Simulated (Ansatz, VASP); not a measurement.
K2Ca: VASP beside Ansatz

INCAR

```
PREC = Accurate ; ENCUT = 520
EDIFF = 1E-7 ; ISMEAR = -1
SIGMA = 0.08 ; LREAL = False
LASPH = True ; NELM = 60
ALGO = Normal ; ISIF = 2
LWAVE = False ; LCHARG = False
LDIPOL = True ; IDIPOL = 3
DIPOL = 0.5 0.5 0.500 ; GGA = PE
NBANDS = 21
```

KPOINTS

```
Automatic mesh
0
Gamma
  8 8 1
```

File POSCAR:

```
K2Ca
1.0
    5.2834179736      0.0000000000      0.0000000000
    0.0000000000      5.2834179736      0.0000000000
    0.0000000000      0.0000000000     25.2834000000
K Ca
2 1
Direct
    0.0000000000      0.0000000000      0.3955160704
    0.0000000000      0.0000000000      0.6044839296
    0.5000000000      0.5000000000      0.5000000000
```

Input for Ansatz:

```yaml
crystal:
  lattice:
    - [5.2834179736, 0.0, 0.0]
    - [0.0, 5.2834179736, 0.0]
    - [0.0, 0.0, 25.2834]
  atoms:
    - { symbol: K, position: [0.0, 0.0, 0.3955160704] }
    - { symbol: Ca, position: [0.5, 0.5, 0.5] }
    - { symbol: K, position: [0.0, 0.0, 0.6044839296] }
kpoints:
  mp_grid: { grid: [8, 8, 1] }
scf:
  occupations: { method: fermi_dirac, width: 0.08 }
hamiltonian:
  xc: pbe
  pseudopotentials: { kind: all_electron, lapw: { basis_error: 0.001 } }
output:
  forces: true
  stress: true
  eigenvalues: true
efield:
  axis: 3
  amplitude: 0
  dipole_correction: true
```

Alike in both runs: task single point; functional PBE; k mesh 8 × 8 × 1; occupations fermi-dirac, width 0.08 eV; no spin polarisation.

|  | VASP | Ansatz |
| --- | --- | --- |
| version | VASP 6.6.1 | Ansatz 0.2.0 |
| potentials or method | VASP PAW PBE potentials, release 64 (K_sv, Ca_sv), cutoff 520 eV | all-electron LAPW, scalar-relativistic |

Ansatz gave:

* rms of the force components (eV/Å): 0.082

Task: Which values does VASP return?

Result: rms of the force components (eV/Å): 0.081.

Ansatz ran all-electron here, and VASP with PAW potentials.
